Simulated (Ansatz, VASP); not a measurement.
**One calculation of MgO, two programs**

```
Mg O
1.0
     3.52132    0.00000    0.00000
    -1.76066    3.04955    0.00000
     0.00000    0.00000    4.23938
Mg O
2 2
Cartesian
  1.7194 1.0165 3.1302
  0.0413 2.0330 1.1091
  1.7902 1.0165 1.0594
  -0.0296 2.0330 3.1800
```

Change from the starting cell: mode 4 frozen in at -0.041 Å and mode 7 at -0.049 Å (largest displacements).

Alike in both runs: task single point; functional PBE; k mesh 9 × 9 × 6; occupations gaussian, width 0.05 eV; no spin polarisation.

```csv
,VASP,Ansatz
version,VASP 6.6.1,Ansatz 0.2.0
potentials or method,"VASP PAW PBE potentials, release 64 (Mg, O), cutoff 520 eV","scalar-relativistic, plane waves, PAW"
valence electrons in the cell,16,32
```

|  | VASP | Ansatz | Ansatz less VASP |
| --- | --- | --- | --- |
| gap on the k mesh at the Fermi level (eV) | 3.25 | 3.27 | +0.021 |
| least direct gap on the mesh (eV) | 3.25 | 3.27 | +0.021 |
| pressure (GPa) | -0.3 | 0.3 | +0.58 |
| traceless stress, the component that is largest in VASP (GPa) | 0.36 | 0.46 | +0.105 |
| rms of the force components (eV/Å) | 0.312 | 0.310 | -0.0024 |

Atom by atom the forces differ by 0.003 eV/Å (rms over components). The functional is the same, so the differences come from potentials, cutoffs and numerics. VASP's potentials hold 16 valence electrons a cell and Ansatz's 32, so a difference there can come from the potentials and not from the codes.
